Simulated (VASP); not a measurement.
# Al (Fm-3m) in VASP: notebook

The runs below take Al through single point, with PBEsol.

Everything below comes from runs of VASP 6.6.1. Logs are shortened: lines on timing, memory, paths and dates and some standing lists are left out, and cuts for length are marked.

**1. The cell of the first run**

It takes space group Fm-3m (No. 225, cubic). Conventional cell: a = 4.048 Å, b = 4.048 Å, c = 4.048 Å, α = 90.00°, β = 90.00°, γ = 90.00°. Within 3.8 Å of Al (site symmetry m-3m) lie 12 Al at 2.86 Å.

**2. Single point, PBEsol**

File INCAR:

```
SYSTEM = Al
PREC = Accurate
ENCUT = 520
EDIFF = 1E-7
ISMEAR = 0
SIGMA = 0.15
LREAL = .FALSE.
LASPH = .TRUE.
NELM = 100
ALGO = Fast
ISIF = 2
LWAVE = .FALSE.
LCHARG = .TRUE.
GGA = PS
LELF = .TRUE.
LVHAR = .TRUE.
NBANDS = 8
```

File KPOINTS:

```
Automatic mesh
0
G
  20 20 20
  0 0 0
```

File POSCAR:

```
Al
1.0
    0.0000000000      2.0239800000      2.0239800000
    2.0239800000      0.0000000000      2.0239800000
    2.0239800000      2.0239800000      0.0000000000
Al
1
Direct
    0.0000000000      0.0000000000      0.0000000000
```

Potentials or basis: VASP PAW PBE potentials, release 64 (Al).

Launch:

```
> cat potpaw_PBE.64/Al/POTCAR > POTCAR
> mpirun -np 1 vasp_std > vasp.out
```

OUTCAR:

```text
SYSTEM = Al
   PREC = Accurate
   ENCUT = 520
   EDIFF = 1E-7
   ISMEAR = 0
   LREAL = .FALSE.
   LASPH = .TRUE.
   NELM = 100
   ISIF = 2
   GGA = PS

 ion  position               nearest neighbor table
   1  0.000  0.000  0.000-

  LATTYP: Found a face centered cubic cell.
 ALAT       =     4.0479600000

  Lattice vectors:

 A1 = (   0.0000000000,   2.0239800000,   2.0239800000)
 A2 = (   2.0239800000,   0.0000000000,   2.0239800000)
 A3 = (   2.0239800000,   2.0239800000,   0.0000000000)

Analysis of symmetry for initial positions (statically):
=====================================================================
 Subroutine PRICEL returns:
 Original cell was already a primitive cell.

 Routine SETGRP: Setting up the symmetry group for a
 face centered cubic supercell.

 Subroutine GETGRP returns: Found 48 space group operations
 (whereof 48 operations were pure point group operations)
 out of a pool of 48 trial point group operations.

The static configuration has the point symmetry O_h .

Analysis of symmetry for dynamics (positions and initial velocities):
=====================================================================
 Subroutine PRICEL returns:
 Original cell was already a primitive cell.

 Routine SETGRP: Setting up the symmetry group for a
 face centered cubic supercell.

 Subroutine GETGRP returns: Found 48 space group operations
 (whereof 48 operations were pure point group operations)
 out of a pool of 48 trial point group operations.

The dynamic configuration has the point symmetry O_h .

 Subroutine INISYM returns: Found 48 space group operations
 (whereof 48 operations are pure point group operations),
 and found     1 'primitive' translations

----------------------------------------------------------------------------------------

                                     Primitive cell

  volume of cell :      16.5824

  direct lattice vectors                    reciprocal lattice vectors
     0.000000000  2.023980000  2.023980000    -0.247038014  0.247038014  0.247038014
     2.023980000  0.000000000  2.023980000     0.247038014 -0.247038014  0.247038014
     2.023980000  2.023980000  0.000000000     0.247038014  0.247038014 -0.247038014

  length of vectors
     2.862339966  2.862339966  2.862339966     0.427882392  0.427882392  0.427882392

  position of ions in fractional coordinates (direct lattice)
     0.000000000  0.000000000  0.000000000

  ion indices of the primitive-cell ions
   primitive index   ion index
                 1           1

----------------------------------------------------------------------------------------

 KPOINTS: Automatic mesh

Automatic generation of k-mesh.
 Grid dimensions read from file:
 generate k-points for:   20   20   20

 Generating k-lattice:

  Cartesian coordinates                     Fractional coordinates (reciprocal lattice)
    -0.012351901  0.012351901  0.012351901     0.050000000  0.000000000  0.000000000
     0.012351901 -0.012351901  0.012351901     0.000000000  0.050000000  0.000000000
     0.012351901  0.012351901 -0.012351901     0.000000000  0.000000000  0.050000000

  Length of vectors
     0.021394120  0.021394120  0.021394120

  Shift w.r.t. Gamma in fractional coordinates (k-lattice)
     0.000000000  0.000000000  0.000000000

 Subroutine IBZKPT returns following result:
 ===========================================

 Found    256 irreducible k-points:

 Following reciprocal coordinates:
            Coordinates               Weight
  0.000000  0.000000  0.000000      1.000000
  0.050000  0.000000  0.000000      8.000000
  0.100000  0.000000  0.000000      8.000000
  0.150000  0.000000  0.000000      8.000000
  0.200000  0.000000  0.000000      8.000000
  0.250000  0.000000  0.000000      8.000000
[... 16 lines left out ...]
 -0.400000  0.050000  0.000000     24.000000
 -0.350000  0.050000  0.000000     24.000000
 [... further k-points ...]
   k-points           NKPTS =    256   k-points in BZ     NKDIM =    256   number of bands    NBANDS=      8
   number of dos      NEDOS =    301   number of ions     NIONS =      1
   total plane-waves  NPLWV =  13824
   dimension x,y,z NGX =    24 NGY =   24 NGZ =   24
   dimension x,y,z NGXF=    48 NGYF=   48 NGZF=   48
   ions per type =               1
   NGX,Y,Z   is equivalent  to a cutoff of  13.94, 13.94, 13.94 a.u.
   NGXF,Y,Z  is equivalent  to a cutoff of  27.88, 27.88, 27.88 a.u.
 SYSTEM =  Al
   PREC   = accura    normal or accurate (medium, high low for compatibility)
   ISTART =      0    job   : 0-new  1-cont  2-samecut
   ICHARG =      2    charge: 1-file 2-atom 10-const
   ISPIN  =      1    spin polarized calculation?
   LNONCOLLINEAR =      F non collinear calculations
   LSORBIT =      F    spin-orbit coupling
   LASPH  =      T    aspherical Exc in radial PAW
   ENCUT  =  520.0 eV  38.22 Ry    6.18 a.u.   5.32  5.32  5.32*2*pi/ulx,y,z
   NELM   =    100;   NELMIN=  2; NELMDL= -5     # of ELM steps
   EDIFF  = 0.1E-06   stopping-criterion for ELM
   LREAL  =      F    real-space projection
   EDIFFG = 0.1E-05   stopping-criterion for IOM
   NSW    =      0    number of steps for IOM
   IBRION =     -1    ionic relax: 0-MD 1-quasi-New 2-CG
   NFREE  =      0    steps in history (QN), initial steepest desc. (CG)
   ISIF   =      2    stress and relaxation
   ISYM   =      2    0-nonsym 1-usesym 2-fastsym
   POTIM  = 0.5000    time-step for ionic-motion
   TEBEG  =    0.0;   TEEND  =   0.0 temperature during run
   PSTRESS=    0.0 pullay stress
   NELECT =       3.0000    total number of electrons
   NUPDOWN=      -1.0000    fix difference up-down
   EMIN   =  10.00;   EMAX   =-10.00  energy-range for DOS
   EFERMI =   0.00;   METHOD = LEGACY
   ISMEAR =     0;   SIGMA  =   0.15  broadening in eV -4-tet -1-fermi 0-gaus
   EFERMI_NEDOS =   21; number of points for ismear=-14 and -15
   IALGO  =     68    algorithm
   IMIX   =      4    mixing-type and parameters
     AMIX     =   0.40;   BMIX     =  1.00
     AMIX_MAG =   1.60;   BMIX_MAG =  1.00
  volume/ion in A,a.u.               =      16.58       111.90
  Fermi-wavevector in a.u.,A,eV,Ry     =   0.925903  1.749704 11.664236  0.857297
  Thomas-Fermi vector in A             =   2.051808
   LORBIT       =      0    0 simple, 1 ext, 2 COOP (PROOUT), +10 PAW based schemes
   GGA     = PS    functional components
   LHFCALC =     F    Hartree Fock is set to
   AEXX    =    0.0000 exact exchange contribution
   IVDW    =     0    specifies the selected vdW correction
   LEPSILON=     F    determine dielectric tensor
   LRPA    =     F    only Hartree local field effects (RPA)
 non-spin polarized calculation
 RMM-DIIS sequential band-by-band and
 Gauss-broadening in eV      SIGMA  =   0.15
  energy-cutoff  :      520.00
  volume of cell :       16.58
 maximum number of plane-waves:       460
 NGX is ok and might be reduce to    24

 number of electron       3.0000000 magnetization

 Free energy of the ion-electron system (eV)
  ---------------------------------------------------
  ext. energy  EPLUGINS =         0.00000000
  ---------------------------------------------------
  free energy    TOTEN  =        -4.09167084 eV

  energy without entropy =       -4.08669296  energy(sigma->0) =       -4.08918190

 E-fermi :   7.9379     XC(G=0): -10.2389

 val. band max:        7.9180119499   @ k =  -0.3500   0.3500   0.0000
 cond. band min:       7.9653368096   @ k =  -0.4500   0.4000   0.0500
 fundamental gap:      0.0473248596
 Fermi energy:         7.9378569572

 k-point     1 :       0.0000    0.0000    0.0000
  band No.  band energies     occupation
      1      -3.1977      2.00000
      2      20.4652      0.00000
      3      20.4652      0.00000
      4      20.4652      0.00000
      5      21.9191      0.00000
      6      21.9191      0.00000
      7      21.9191      0.00000
      8      24.3446      0.00000

 k-point     2 :       0.0500    0.0000    0.0000
  band No.  band energies     occupation
      1      -3.1300      2.00000
      2      19.1607      0.00000
      3      20.1987      0.00000
      4      20.1987      0.00000
      5      22.2910      0.00000
      6      22.2910      0.00000
      7      22.4654      0.00000
      8      25.0551      0.00000

 k-point     3 :       0.1000    0.0000    0.0000
  band No.  band energies     occupation
      1      -2.9270      2.00000
      2      17.1867      0.00000
      3      19.7369      0.00000
      4      19.7369      0.00000
      5      22.5980      0.00000
      6      23.0510      0.00000
      7      23.0510      0.00000
      8      25.9378      0.00000

 k-point     4 :       0.1500    0.0000    0.0000
  band No.  band energies     occupation
      1      -2.5893      2.00000
      2      15.1730      0.00000
      3      19.3135      0.00000
      4      19.3135      0.00000
      5      22.4788      0.00000
      6      23.7856      0.00000
      7      23.7856      0.00000
      8      25.1348      0.00000

 k-point     5 :       0.2000    0.0000    0.0000
  band No.  band energies     occupation
      1      -2.1180      2.00000
      2      13.2076      0.00000
      3      18.9799      0.00000
      4      18.9799      0.00000
      5      22.3195      0.00000
      6      23.4591      0.00000
      7      23.4591      0.00000
      8      25.5411      0.00000
[... 177 lines left out ...]
 k-point    22 :      -0.4500    0.0500    0.0000
  band No.  band energies     occupation
      1       2.6398      2.00000
      2       4.3795      2.00000
      3      17.5728      0.00000
      4      18.5723      0.00000
      5      19.9342      0.00000
      6      20.1328      0.00000
      7      23.2806      0.00000
      8      24.1201      0.00000

 k-point    23 :      -0.4000    0.0500    0.0000
  band No.  band energies     occupation
      1       1.4887      2.00000
      2       5.8076      2.00000
      3      17.3138      0.00000
      4      19.0906      0.00000
      5      19.8815      0.00000
      6      20.4666      0.00000
      7      22.9694      0.00000
      8      24.6831      0.00000

 k-point    24 :      -0.3500    0.0500    0.0000
  band No.  band energies     occupation
      1       0.4581      2.00000
      2       7.3517      2.00000
      3      17.1714      0.00000
      4      19.6450      0.00000
      5      19.8197      0.00000
      6      21.1083      0.00000
      7      22.7718      0.00000
      8      25.3427      0.00000

 [... further k-points ...]
[... 5 lines left out ...]
  --------------------------------------------------------------------------------------
  -------------------------------------------------------------------------------------
  Total       -0.1929083     -0.1929083     -0.1929083     -0.0000000     -0.0000000     -0.0000000
  in kB      -18.6385766    -18.6385766    -18.6385766     -0.0000000     -0.0000000     -0.0000000
  external PRESSURE =     -18.6385766 kB  Pullay stress =       0.0000000 kB

 VOLUME and BASIS-vectors are now :
 -----------------------------------------------------------------------------
  energy-cutoff  :      520.00
  volume of cell :       16.58
      direct lattice vectors                 reciprocal lattice vectors
     0.000000000  2.023980000  2.023980000    -0.247038014  0.247038014  0.247038014
     2.023980000  0.000000000  2.023980000     0.247038014 -0.247038014  0.247038014
     2.023980000  2.023980000  0.000000000     0.247038014  0.247038014 -0.247038014

 POSITION                                       TOTAL-FORCE (eV/Angst)
 -----------------------------------------------------------------------------------
      0.00000      0.00000      0.00000         0.000000      0.000000      0.000000
 -----------------------------------------------------------------------------------
    total drift:                               -0.000000      0.000000      0.000000

  FREE ENERGIE OF THE ION-ELECTRON SYSTEM (eV)
  ---------------------------------------------------
  free  energy   TOTEN  =        -4.0916708440 eV

  energy  without entropy=       -4.0866929611  energy(sigma->0) =       -4.08918190
```

Run time: 16 s. Hardware: 1 thread of Intel Xeon Platinum 8488C (Sapphire Rapids), shared host; peak memory 0.15 GiB.

What came out:

```yaml
Free_energy: -4.0917 eV
Pressure: -1.9 GPa
```

Caveat: the PAW data sets were made with another functional, which shifts forces and pressure a little.

**3. Single point, PBEsol**

File INCAR:

```
SYSTEM = Al
  ALGO = Fast
  EDIFF = 1E-6
  ENCUT = 520
  GGA = PS
  ISIF = 2
  ISMEAR = 0
  LASPH = .TRUE.
  LCHARG = .FALSE.
  LREAL = .FALSE.
  LWAVE = .FALSE.
  NBANDS = 8
  NELM = 60
  PREC = Accurate
  SIGMA = 0.15
```

File KPOINTS:

```
k-points
0
G
  22 22 22
  0 0 0
```

POSCAR is that of step 2.

Potentials or basis: VASP PAW PBE potentials, release 64 (Al).

Launch:

```
> cat potpaw_PBE.64/Al/POTCAR > POTCAR
> mpirun -np 1 vasp_std > vasp.out
```

Run time: 16 s. Hardware: 1 thread of Intel Xeon Platinum 8488C (Sapphire Rapids), shared host; peak memory 0.16 GiB.

It converged, with:

```
Free energy : -4.0935 eV
Pressure    : -1.8 GPa
```

Levels at points of the mesh, in eV from the Fermi level:
| k point | band 1 | band 2 | band 3 | band 4 | band 5 | band 6 |
| --- | --- | --- | --- | --- | --- | --- |
| (0.00, 0.00, 0.00) | -11.07 | 12.60 | 12.60 | 12.60 | 14.05 | 14.05 |
| (0.50, 0.00, 0.00) | -4.55 | -4.34 | 11.37 | 11.37 | 11.44 | 11.44 |
| (0.50, 0.50, 0.00) | -2.88 | -1.58 | 5.28 | 5.59 | 5.59 | 9.03 |

Caveat: the PAW data sets were made with another functional, which shifts forces and pressure a little.

**4. Single point, PBEsol**

This run uses another cell than the first one: it holds 2 atoms, not 1.

File INCAR:

```
SYSTEM = Al
  PREC = Accurate
  ENCUT = 520
  EDIFF = 1E-6
  ISMEAR = 0
  SIGMA = 0.15
  LREAL = .FALSE.
  LASPH = .TRUE.
  NELM = 100
  ALGO = Fast
  ISIF = 2
  LWAVE = .FALSE.
  LCHARG = .FALSE.
  GGA = PS
  ISYM = 0
  NBANDS = 10
```

File KPOINTS:

```
Automatic mesh
0
G
  18 18 20
  0 0 0
```

File POSCAR:

```
Al
1.0
    0.0000000000     -2.0239800000     -2.0239800000
   -2.0239800000      0.0000000000     -2.0239800000
    2.0239800000      2.0239800000     -4.0479600000
Al
2
Direct
    0.5000000000      0.5000000000      0.5000000000
    0.0000000000      0.0000000000      0.0000000000
```

Launch:

```
> cat potpaw_PBE.64/Al/POTCAR > POTCAR
> mpirun -np 1 vasp_std > vasp.out
```

It took 12 min on 1 thread of Intel Xeon Platinum 8375C at 2.90GHz (Ice Lake), shared host; peak memory 0.89 GiB.

It converged, with:

```
Free energy            : -8.1825 eV
Pressure               : -1.9 GPa
Band gap on the k mesh : zero (band 3 reaches 11.84 eV, above the bottom of band 4 at 5.99 eV)
```

Levels at points of the mesh, in eV from the Fermi level:
```
           k point  band 1  band 2  band 3  band 4  band 5  band 6  band 7
(0.00, 0.00, 0.00)  -11.08   -4.56   -4.36   11.35   11.35   11.42   11.42
(0.50, 0.00, 0.00)   -5.01   -5.01   -0.74   -0.74    3.65    3.65    7.02
(0.00, 0.50, 0.00)   -5.01   -5.01   -0.74   -0.74    3.65    3.65    7.02
(0.50, 0.50, 0.00)   -4.56   -4.36   -2.89   -1.60    5.26    5.58    5.58
(0.00, 0.00, 0.50)   -9.40   -9.40    3.44    3.44   10.87   10.87   10.87
(0.50, 0.00, 0.50)   -4.56   -4.36   -2.89   -1.60    5.26    5.58    5.58
(0.00, 0.50, 0.50)   -4.56   -4.36   -2.89   -1.60    5.26    5.58    5.58
(0.50, 0.50, 0.50)   -5.01   -5.01   -0.74   -0.74    3.65    3.65    7.02
```

Caveat: the PAW data sets were made with another functional, which shifts forces and pressure a little.

**5. Single point, PBEsol**

This run uses another cell than the first one: it holds 8 atoms, not 1.

File INCAR:

```
PREC = Accurate ; ENCUT = 520
EDIFF = 1E-7 ; ISMEAR = 0
SIGMA = 0.15 ; LREAL = F
LASPH = T ; NELM = 100
ALGO = Fast ; ISIF = 2
LWAVE = F ; LCHARG = F
GGA = PS ; NBANDS = 22
```

File KPOINTS:

```
Automatic mesh
0
Gamma
  10 10 10
```

File POSCAR:

```
Al
1.0
   -4.0479600000      4.0479600000      0.0000000000
   -4.0479600000      0.0000000000      4.0479600000
    0.0000000000      4.0479600000      4.0479600000
Al
8
Direct
    0.0000000000      0.0000000000      0.0000000000
    0.5000000000      0.0000000000      0.0000000000
    0.0000000000      0.5000000000      0.0000000000
    0.0000000000      0.0000000000      0.5000000000
    0.5000000000      0.5000000000      0.0000000000
    0.5000000000      0.0000000000      0.5000000000
    0.0000000000      0.5000000000      0.5000000000
    0.5000000000      0.5000000000      0.5000000000
```

Launch:

```
> cat potpaw_PBE.64/Al/POTCAR > POTCAR
> mpirun -np 1 vasp_std > vasp.out
```

Run time: 2.6 min. Hardware: 1 thread of Intel Xeon Platinum 8259CL at 2.50GHz (Skylake/Cascade Lake), shared host; peak memory 0.35 GiB.

The run converged. Its results:

```yaml
Free_energy: -32.7334 eV
Pressure: -1.9 GPa
Band_gap_on_the_k_mesh: zero (band 12 reaches 9.11 eV, above the bottom of band 13 at 6.29 eV)
```

Levels at points of the mesh, in eV from the Fermi level:
```csv
k point,band 9,band 10,band 11,band 12,band 13,band 14,band 15,band 16
"(0.00, 0.00, 0.00)",-4.41,-2.95,-2.95,-2.95,-1.65,-1.65,-1.65,5.21
"(0.50, 0.00, 0.00)",-0.79,-0.79,-0.79,-0.79,-0.79,-0.79,3.38,3.38
"(0.50, 0.50, 0.00)",-0.88,-0.88,0.12,0.12,1.04,1.04,1.20,1.20
```

Caveat: the PAW data sets were made with another functional, which shifts forces and pressure a little.

**6. Overview**

```tsv
cell	k mesh	gap on the mesh (eV)	pressure (GPa)
a = 2.862 Å, angles 60.0°, 1 atom	20 × 20 × 20	none	-1.9
a = 2.862 Å, angles 60.0°, 1 atom	22 × 22 × 22	none	-1.8
a = 2.862, b = 2.862, c = 4.958 Å, angles 73.2, 73.2, 60.0°, 2 atoms	18 × 18 × 20	none	-1.9
a = 5.725 Å, angles 60.0°, 8 atoms	10 × 10 × 10	none	-1.9
```

Alike in all rows: task single point; level PBEsol; potentials or basis VASP PAW PBE potentials, release 64 (Al); no spin polarisation; cutoff (eV) 520; smearing gaussian 0.15 eV.

Caveats: the PAW data sets were made with another functional, which shifts forces and pressure a little.

Total energies depend on the potentials used, so only differences within one code and one set of settings carry meaning.
